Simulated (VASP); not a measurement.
# HfN (Fm-3m) in VASP: single point with PBEsol

Aim: the single point of HfN with PBEsol.

All numbers are computed with VASP 6.6.1; they aren't measurements. Logs are shortened: lines on timing, memory, paths and dates and some standing lists are left out, and cuts for length are marked.

## Step 1: The cell of the first run

It takes space group Fm-3m (No. 225, cubic). The conventional cell has a = 4.518 Å, b = 4.518 Å, c = 4.518 Å, α = 90.00°, β = 90.00°, γ = 90.00°. Hf (site symmetry m-3m) has 6 N at 2.26 Å within 3.0 Å. Within 3.0 Å of N (site symmetry m-3m) lie 6 Hf at 2.26 Å.

## Step 2: Single point, PBEsol

Contents of INCAR:

```
SYSTEM = HfN
PREC = Accurate
ENCUT = 600
EDIFF = 1E-6
ISMEAR = 0
SIGMA = 0.1
LREAL = .False.
LASPH = .True.
NELM = 120
ALGO = Normal
ISIF = 2
LWAVE = .False.
LCHARG = .False.
GGA = PS
NBANDS = 14
GGA_COMPAT = .False.
```

Contents of KPOINTS:

```
regular mesh
0
Gamma
  8 8 8
  0 0 0
```

Contents of POSCAR:

```
HfN
1.0
    0.0000000000      2.2590026142      2.2590026142
    2.2590026142      0.0000000000      2.2590026142
    2.2590026142      2.2590026142      0.0000000000
Hf N
1 1
Direct
    0.5000000000      0.5000000000      0.5000000000
    0.0000000000      0.0000000000      0.0000000000
```

Potentials or basis: VASP PAW PBE potentials, release 64 (Hf_pv, N).

The run is started by

```console
> cat potpaw_PBE.64/Hf_pv/POTCAR potpaw_PBE.64/N/POTCAR > POTCAR
> mpirun -np 1 vasp_std > vasp.out
```

OUTCAR:

```text
SYSTEM = HfN
   PREC = Accurate
   ENCUT = 600
   EDIFF = 1E-6
   ISMEAR = 0
   LREAL = .False.
   LASPH = .True.
   NELM = 120
   ISIF = 2
   GGA = PS

 ion  position               nearest neighbor table
   1  0.500  0.500  0.500-   2 2.26   2 2.26   2 2.26   2 2.26   2 2.26   2 2.26
   2  0.000  0.000  0.000-   1 2.26   1 2.26   1 2.26   1 2.26   1 2.26   1 2.26

  LATTYP: Found a face centered cubic cell.
 ALAT       =     4.5180052284

  Lattice vectors:

 A1 = (   0.0000000000,   2.2590026142,   2.2590026142)
 A2 = (   2.2590026142,   0.0000000000,   2.2590026142)
 A3 = (   2.2590026142,   2.2590026142,   0.0000000000)

Analysis of symmetry for initial positions (statically):
=====================================================================
 Subroutine PRICEL returns:
 Original cell was already a primitive cell.

 Routine SETGRP: Setting up the symmetry group for a
 face centered cubic supercell.

 Subroutine GETGRP returns: Found 48 space group operations
 (whereof 48 operations were pure point group operations)
 out of a pool of 48 trial point group operations.

The static configuration has the point symmetry O_h .

Analysis of symmetry for dynamics (positions and initial velocities):
=====================================================================
 Subroutine PRICEL returns:
 Original cell was already a primitive cell.

 Routine SETGRP: Setting up the symmetry group for a
 face centered cubic supercell.

 Subroutine GETGRP returns: Found 48 space group operations
 (whereof 48 operations were pure point group operations)
 out of a pool of 48 trial point group operations.

The dynamic configuration has the point symmetry O_h .

 Subroutine INISYM returns: Found 48 space group operations
 (whereof 48 operations are pure point group operations),
 and found     1 'primitive' translations

----------------------------------------------------------------------------------------

                                     Primitive cell

  volume of cell :      23.0558

  direct lattice vectors                    reciprocal lattice vectors
     0.000000000  2.259002614  2.259002614    -0.221336619  0.221336619  0.221336619
     2.259002614  0.000000000  2.259002614     0.221336619 -0.221336619  0.221336619
     2.259002614  2.259002614  0.000000000     0.221336619  0.221336619 -0.221336619

  length of vectors
     3.194712134  3.194712134  3.194712134     0.383366269  0.383366269  0.383366269

  position of ions in fractional coordinates (direct lattice)
     0.500000000  0.500000000  0.500000000
     0.000000000  0.000000000  0.000000000

  ion indices of the primitive-cell ions
   primitive index   ion index
                 1           1
                 2           2

----------------------------------------------------------------------------------------

 KPOINTS: regular mesh

Automatic generation of k-mesh.
 Grid dimensions read from file:
 generate k-points for:    8    8    8

 Generating k-lattice:

  Cartesian coordinates                     Fractional coordinates (reciprocal lattice)
    -0.027667077  0.027667077  0.027667077     0.125000000  0.000000000  0.000000000
     0.027667077 -0.027667077  0.027667077     0.000000000  0.125000000  0.000000000
     0.027667077  0.027667077 -0.027667077     0.000000000  0.000000000  0.125000000

  Length of vectors
     0.047920784  0.047920784  0.047920784

  Shift w.r.t. Gamma in fractional coordinates (k-lattice)
     0.000000000  0.000000000  0.000000000

 Subroutine IBZKPT returns following result:
 ===========================================

 Found     29 irreducible k-points:

 Following reciprocal coordinates:
            Coordinates               Weight
  0.000000  0.000000  0.000000      1.000000
  0.125000  0.000000  0.000000      8.000000
  0.250000  0.000000  0.000000      8.000000
  0.375000  0.000000  0.000000      8.000000
  0.500000  0.000000  0.000000      4.000000
  0.125000  0.125000  0.000000      6.000000
[... 16 lines left out ...]
  0.500000  0.250000  0.125000     48.000000
 -0.375000  0.250000  0.125000     24.000000
 [... further k-points ...]
   k-points           NKPTS =     29   k-points in BZ     NKDIM =     29   number of bands    NBANDS=     14
   number of dos      NEDOS =    301   number of ions     NIONS =      2
   total plane-waves  NPLWV =  21952
   dimension x,y,z NGX =    28 NGY =   28 NGZ =   28
   dimension x,y,z NGXF=    56 NGYF=   56 NGZF=   56
   ions per type =               1   1
   NGX,Y,Z   is equivalent  to a cutoff of  14.57, 14.57, 14.57 a.u.
   NGXF,Y,Z  is equivalent  to a cutoff of  29.14, 29.14, 29.14 a.u.
 SYSTEM =  HfN
   PREC   = accura    normal or accurate (medium, high low for compatibility)
   ISTART =      0    job   : 0-new  1-cont  2-samecut
   ICHARG =      2    charge: 1-file 2-atom 10-const
   ISPIN  =      1    spin polarized calculation?
   LNONCOLLINEAR =      F non collinear calculations
   LSORBIT =      F    spin-orbit coupling
   LASPH  =      T    aspherical Exc in radial PAW
   ENCUT  =  600.0 eV  44.10 Ry    6.64 a.u.   6.38  6.38  6.38*2*pi/ulx,y,z
   NELM   =    120;   NELMIN=  2; NELMDL= -5     # of ELM steps
   EDIFF  = 0.1E-05   stopping-criterion for ELM
   LREAL  =      F    real-space projection
   EDIFFG = 0.1E-04   stopping-criterion for IOM
   NSW    =      0    number of steps for IOM
   IBRION =     -1    ionic relax: 0-MD 1-quasi-New 2-CG
   NFREE  =      0    steps in history (QN), initial steepest desc. (CG)
   ISIF   =      2    stress and relaxation
   ISYM   =      2    0-nonsym 1-usesym 2-fastsym
   POTIM  = 0.5000    time-step for ionic-motion
   TEBEG  =    0.0;   TEEND  =   0.0 temperature during run
   PSTRESS=    0.0 pullay stress
   NELECT =      15.0000    total number of electrons
   NUPDOWN=      -1.0000    fix difference up-down
   EMIN   =  10.00;   EMAX   =-10.00  energy-range for DOS
   EFERMI =   0.00;   METHOD = LEGACY
   ISMEAR =     0;   SIGMA  =   0.10  broadening in eV -4-tet -1-fermi 0-gaus
   EFERMI_NEDOS =   21; number of points for ismear=-14 and -15
   IALGO  =     38    algorithm
   IMIX   =      4    mixing-type and parameters
     AMIX     =   0.40;   BMIX     =  1.00
     AMIX_MAG =   1.60;   BMIX_MAG =  1.00
  volume/ion in A,a.u.               =      11.53        77.79
  Fermi-wavevector in a.u.,A,eV,Ry     =   1.418552  2.680674 27.378855  2.012289
  Thomas-Fermi vector in A             =   2.539665
   LORBIT       =      0    0 simple, 1 ext, 2 COOP (PROOUT), +10 PAW based schemes
   GGA     = PS    functional components
   LHFCALC =     F    Hartree Fock is set to
   AEXX    =    0.0000 exact exchange contribution
   IVDW    =     0    specifies the selected vdW correction
   LEPSILON=     F    determine dielectric tensor
   LRPA    =     F    only Hartree local field effects (RPA)
 non-spin polarized calculation
 Gauss-broadening in eV      SIGMA  =   0.10
  energy-cutoff  :      600.00
  volume of cell :       23.06
 maximum number of plane-waves:       783
 NGX is ok and might be reduce to    28
   NGX = 13   NGY = 13   NGZ = 13

 number of electron      15.0000002 magnetization

 Free energy of the ion-electron system (eV)
  ---------------------------------------------------
  ext. energy  EPLUGINS =         0.00000000
  ---------------------------------------------------
  free energy    TOTEN  =       -22.97461497 eV

  energy without entropy =      -22.97047367  energy(sigma->0) =      -22.97254432

 E-fermi :   8.1802     XC(G=0): -12.8943

 val. band max:        8.1391371527   @ k =   0.1250   0.0000   0.0000
 cond. band min:       8.1909351389   @ k =   0.3750   0.1250   0.0000
 fundamental gap:      0.0517979863
 Fermi energy:         8.1802438505

 k-point     1 :       0.0000    0.0000    0.0000
  band No.  band energies     occupation
      1     -22.8724      2.00000
      2     -22.8724      2.00000
      3     -22.8724      2.00000
      4      -9.2321      2.00000
      5       5.2258      2.00000
      6       5.2258      2.00000
      7       5.2258      2.00000
      8       7.8237      2.00000
      9       7.8237      2.00000
     10       7.8237      2.00000
     11      10.0139      0.00000
     12      10.1374      0.00000
     13      10.1374      0.00000
     14      17.7351      0.00000

 k-point     2 :       0.1250    0.0000    0.0000
  band No.  band energies     occupation
      1     -23.0274      2.00000
      2     -22.8854      2.00000
      3     -22.8854      2.00000
      4      -8.8763      2.00000
      5       3.8888      2.00000
      6       4.4291      2.00000
      7       4.4291      2.00000
      8       8.1391      1.43899
      9       8.3179      0.05162
     10       8.3179      0.05162
     11      11.0546      0.00000
     12      11.2510      0.00000
     13      11.2510      0.00000
     14      18.9031      0.00000

 k-point     3 :       0.2500    0.0000    0.0000
  band No.  band energies     occupation
      1     -23.3809      2.00000
      2     -22.9166      2.00000
      3     -22.9166      2.00000
      4      -7.9763      2.00000
      5       1.7648      2.00000
      6       3.1962      2.00000
      7       3.1962      2.00000
      8       8.7529      0.00000
      9       9.5197      0.00000
     10       9.5197      0.00000
     11      12.8725      0.00000
     12      13.5275      0.00000
     13      13.5275      0.00000
     14      20.4275      0.00000
[... 324 lines left out ...]
 k-point    23 :       0.5000    0.2500    0.1250
  band No.  band energies     occupation
      1     -23.6135      2.00000
      2     -23.1788      2.00000
      3     -23.0139      2.00000
      4      -7.1962      2.00000
      5       0.6562      2.00000
      6       2.4848      2.00000
      7       2.9125      2.00000
      8       8.4401      0.00024
      9      11.7068      0.00000
     10      11.9604      0.00000
     11      13.1817      0.00000
     12      15.4276      0.00000
     13      17.3482      0.00000
     14      19.3529      0.00000

 k-point    24 :      -0.3750    0.2500    0.1250
  band No.  band energies     occupation
      1     -23.6859      2.00000
      2     -23.2022      2.00000
      3     -23.0424      2.00000
      4      -6.9984      2.00000
      5       0.4625      2.00000
      6       2.4542      2.00000
      7       2.5223      2.00000
      8       9.8358      0.00000
      9      10.2647      0.00000
     10      12.5710      0.00000
     11      14.5621      0.00000
     12      15.9750      0.00000
     13      17.5832      0.00000
     14      18.8579      0.00000

 [... further k-points ...]
[... 5 lines left out ...]
  --------------------------------------------------------------------------------------
  -------------------------------------------------------------------------------------
  Total       -0.7290405     -0.7290405     -0.7290405      0.0000000     -0.0000000      0.0000000
  in kB      -50.6619670    -50.6619670    -50.6619670      0.0000000     -0.0000000      0.0000000
  external PRESSURE =     -50.6619670 kB  Pullay stress =       0.0000000 kB

 VOLUME and BASIS-vectors are now :
 -----------------------------------------------------------------------------
  energy-cutoff  :      600.00
  volume of cell :       23.06
      direct lattice vectors                 reciprocal lattice vectors
     0.000000000  2.259002614  2.259002614    -0.221336619  0.221336619  0.221336619
     2.259002614  0.000000000  2.259002614     0.221336619 -0.221336619  0.221336619
     2.259002614  2.259002614  0.000000000     0.221336619  0.221336619 -0.221336619

 POSITION                                       TOTAL-FORCE (eV/Angst)
 -----------------------------------------------------------------------------------
      2.25900      2.25900      2.25900        -0.000000      0.000000     -0.000000
      0.00000      0.00000      0.00000         0.000000      0.000000      0.000000
 -----------------------------------------------------------------------------------
    total drift:                                0.000000      0.000000      0.000000

  FREE ENERGIE OF THE ION-ELECTRON SYSTEM (eV)
  ---------------------------------------------------
  free  energy   TOTEN  =       -22.9746149691 eV

  energy  without entropy=      -22.9704736740  energy(sigma->0) =      -22.97254432
```

It took 26 s on 1 thread of Intel Xeon 8259CL, shared host; peak memory 0.16 GiB.

What came out:

- Free energy: -22.9746 eV
- Pressure: -5.1 GPa
- Band gap on the k mesh: zero (an odd number of electrons rules out a gap without spin polarisation)

Caveat: the cell stands under tension; the PAW data sets were made with another functional, which shifts forces and pressure a little; spin-orbit coupling is left out, which moves the levels of the heavy elements.
